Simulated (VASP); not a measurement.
## LuCd3O2: single point with PBE

LuCd3O2:

```xyz
6
Lattice="5.8852 0.0000 0.0000 -2.9426 5.0967 0.0000 0.0000 0.0000 3.5559" Properties=species:S:1:pos:R:3 pbc="T T T"
Lu    0.0000    0.0000    0.0000
Cd    2.9426    0.0000    1.7779
Cd   -1.4713    2.5484    1.7779
Cd    1.4713    2.5484    1.7779
O     2.9426    1.6989    0.0000
O     0.0000    3.3978    0.0000
```

The cell was generated, and may not be a known phase.

```
Program                : VASP 6.6.1
Task                   : single point
Functional             : PBE
Potentials or basis    : VASP PAW PBE potentials, release 64 (Lu, Cd, O)
Cutoff                 : 520 eV
k mesh                 : 6 × 6 × 10
Occupations            : gaussian, width 0.1 eV
Spin                   : no spin polarisation
Dipole correction      : no
Further INCAR settings : ALGO = Normal; EDIFF = 1e-06; NBANDS = 46
```

| Quantity | Value |
| --- | --- |
| Pressure | 0.5 GPa |
| Band gap on the k mesh | zero (an odd number of electrons rules out a gap without spin polarisation) |

Stress tensor (GPa, compression positive):
```
0.45 0.00 0.00
0.00 0.45 0.00
0.00 0.00 0.69
```

Levels at points of the mesh, in eV from the Fermi level:
```csv
k point,band 33,band 34,band 35,band 36,band 37,band 38,band 39,band 40,band 41,band 42
"(0.00, 0.00, 0.00)",-3.63,-3.63,-1.67,0.43,0.93,0.93,1.90,1.90,2.15,3.58
"(0.50, 0.00, 0.00)",-2.93,-2.27,-1.76,-1.65,-0.93,1.55,1.59,1.73,3.22,3.38
"(0.00, 0.00, 0.50)",-2.07,-2.07,-0.95,-0.95,-0.65,0.64,1.92,1.92,2.68,2.68
"(0.50, 0.00, 0.50)",-2.85,-2.10,-1.27,-1.12,0.12,1.57,2.12,2.75,2.97,3.33
```

Run time: 2 min on 1 thread of Intel(R) Xeon(R) 6975P-C (Granite Rapids), with other jobs on the host, peak memory 0.37 GiB.

Caveat: spin-orbit coupling is left out, which moves the levels of the heavy elements.
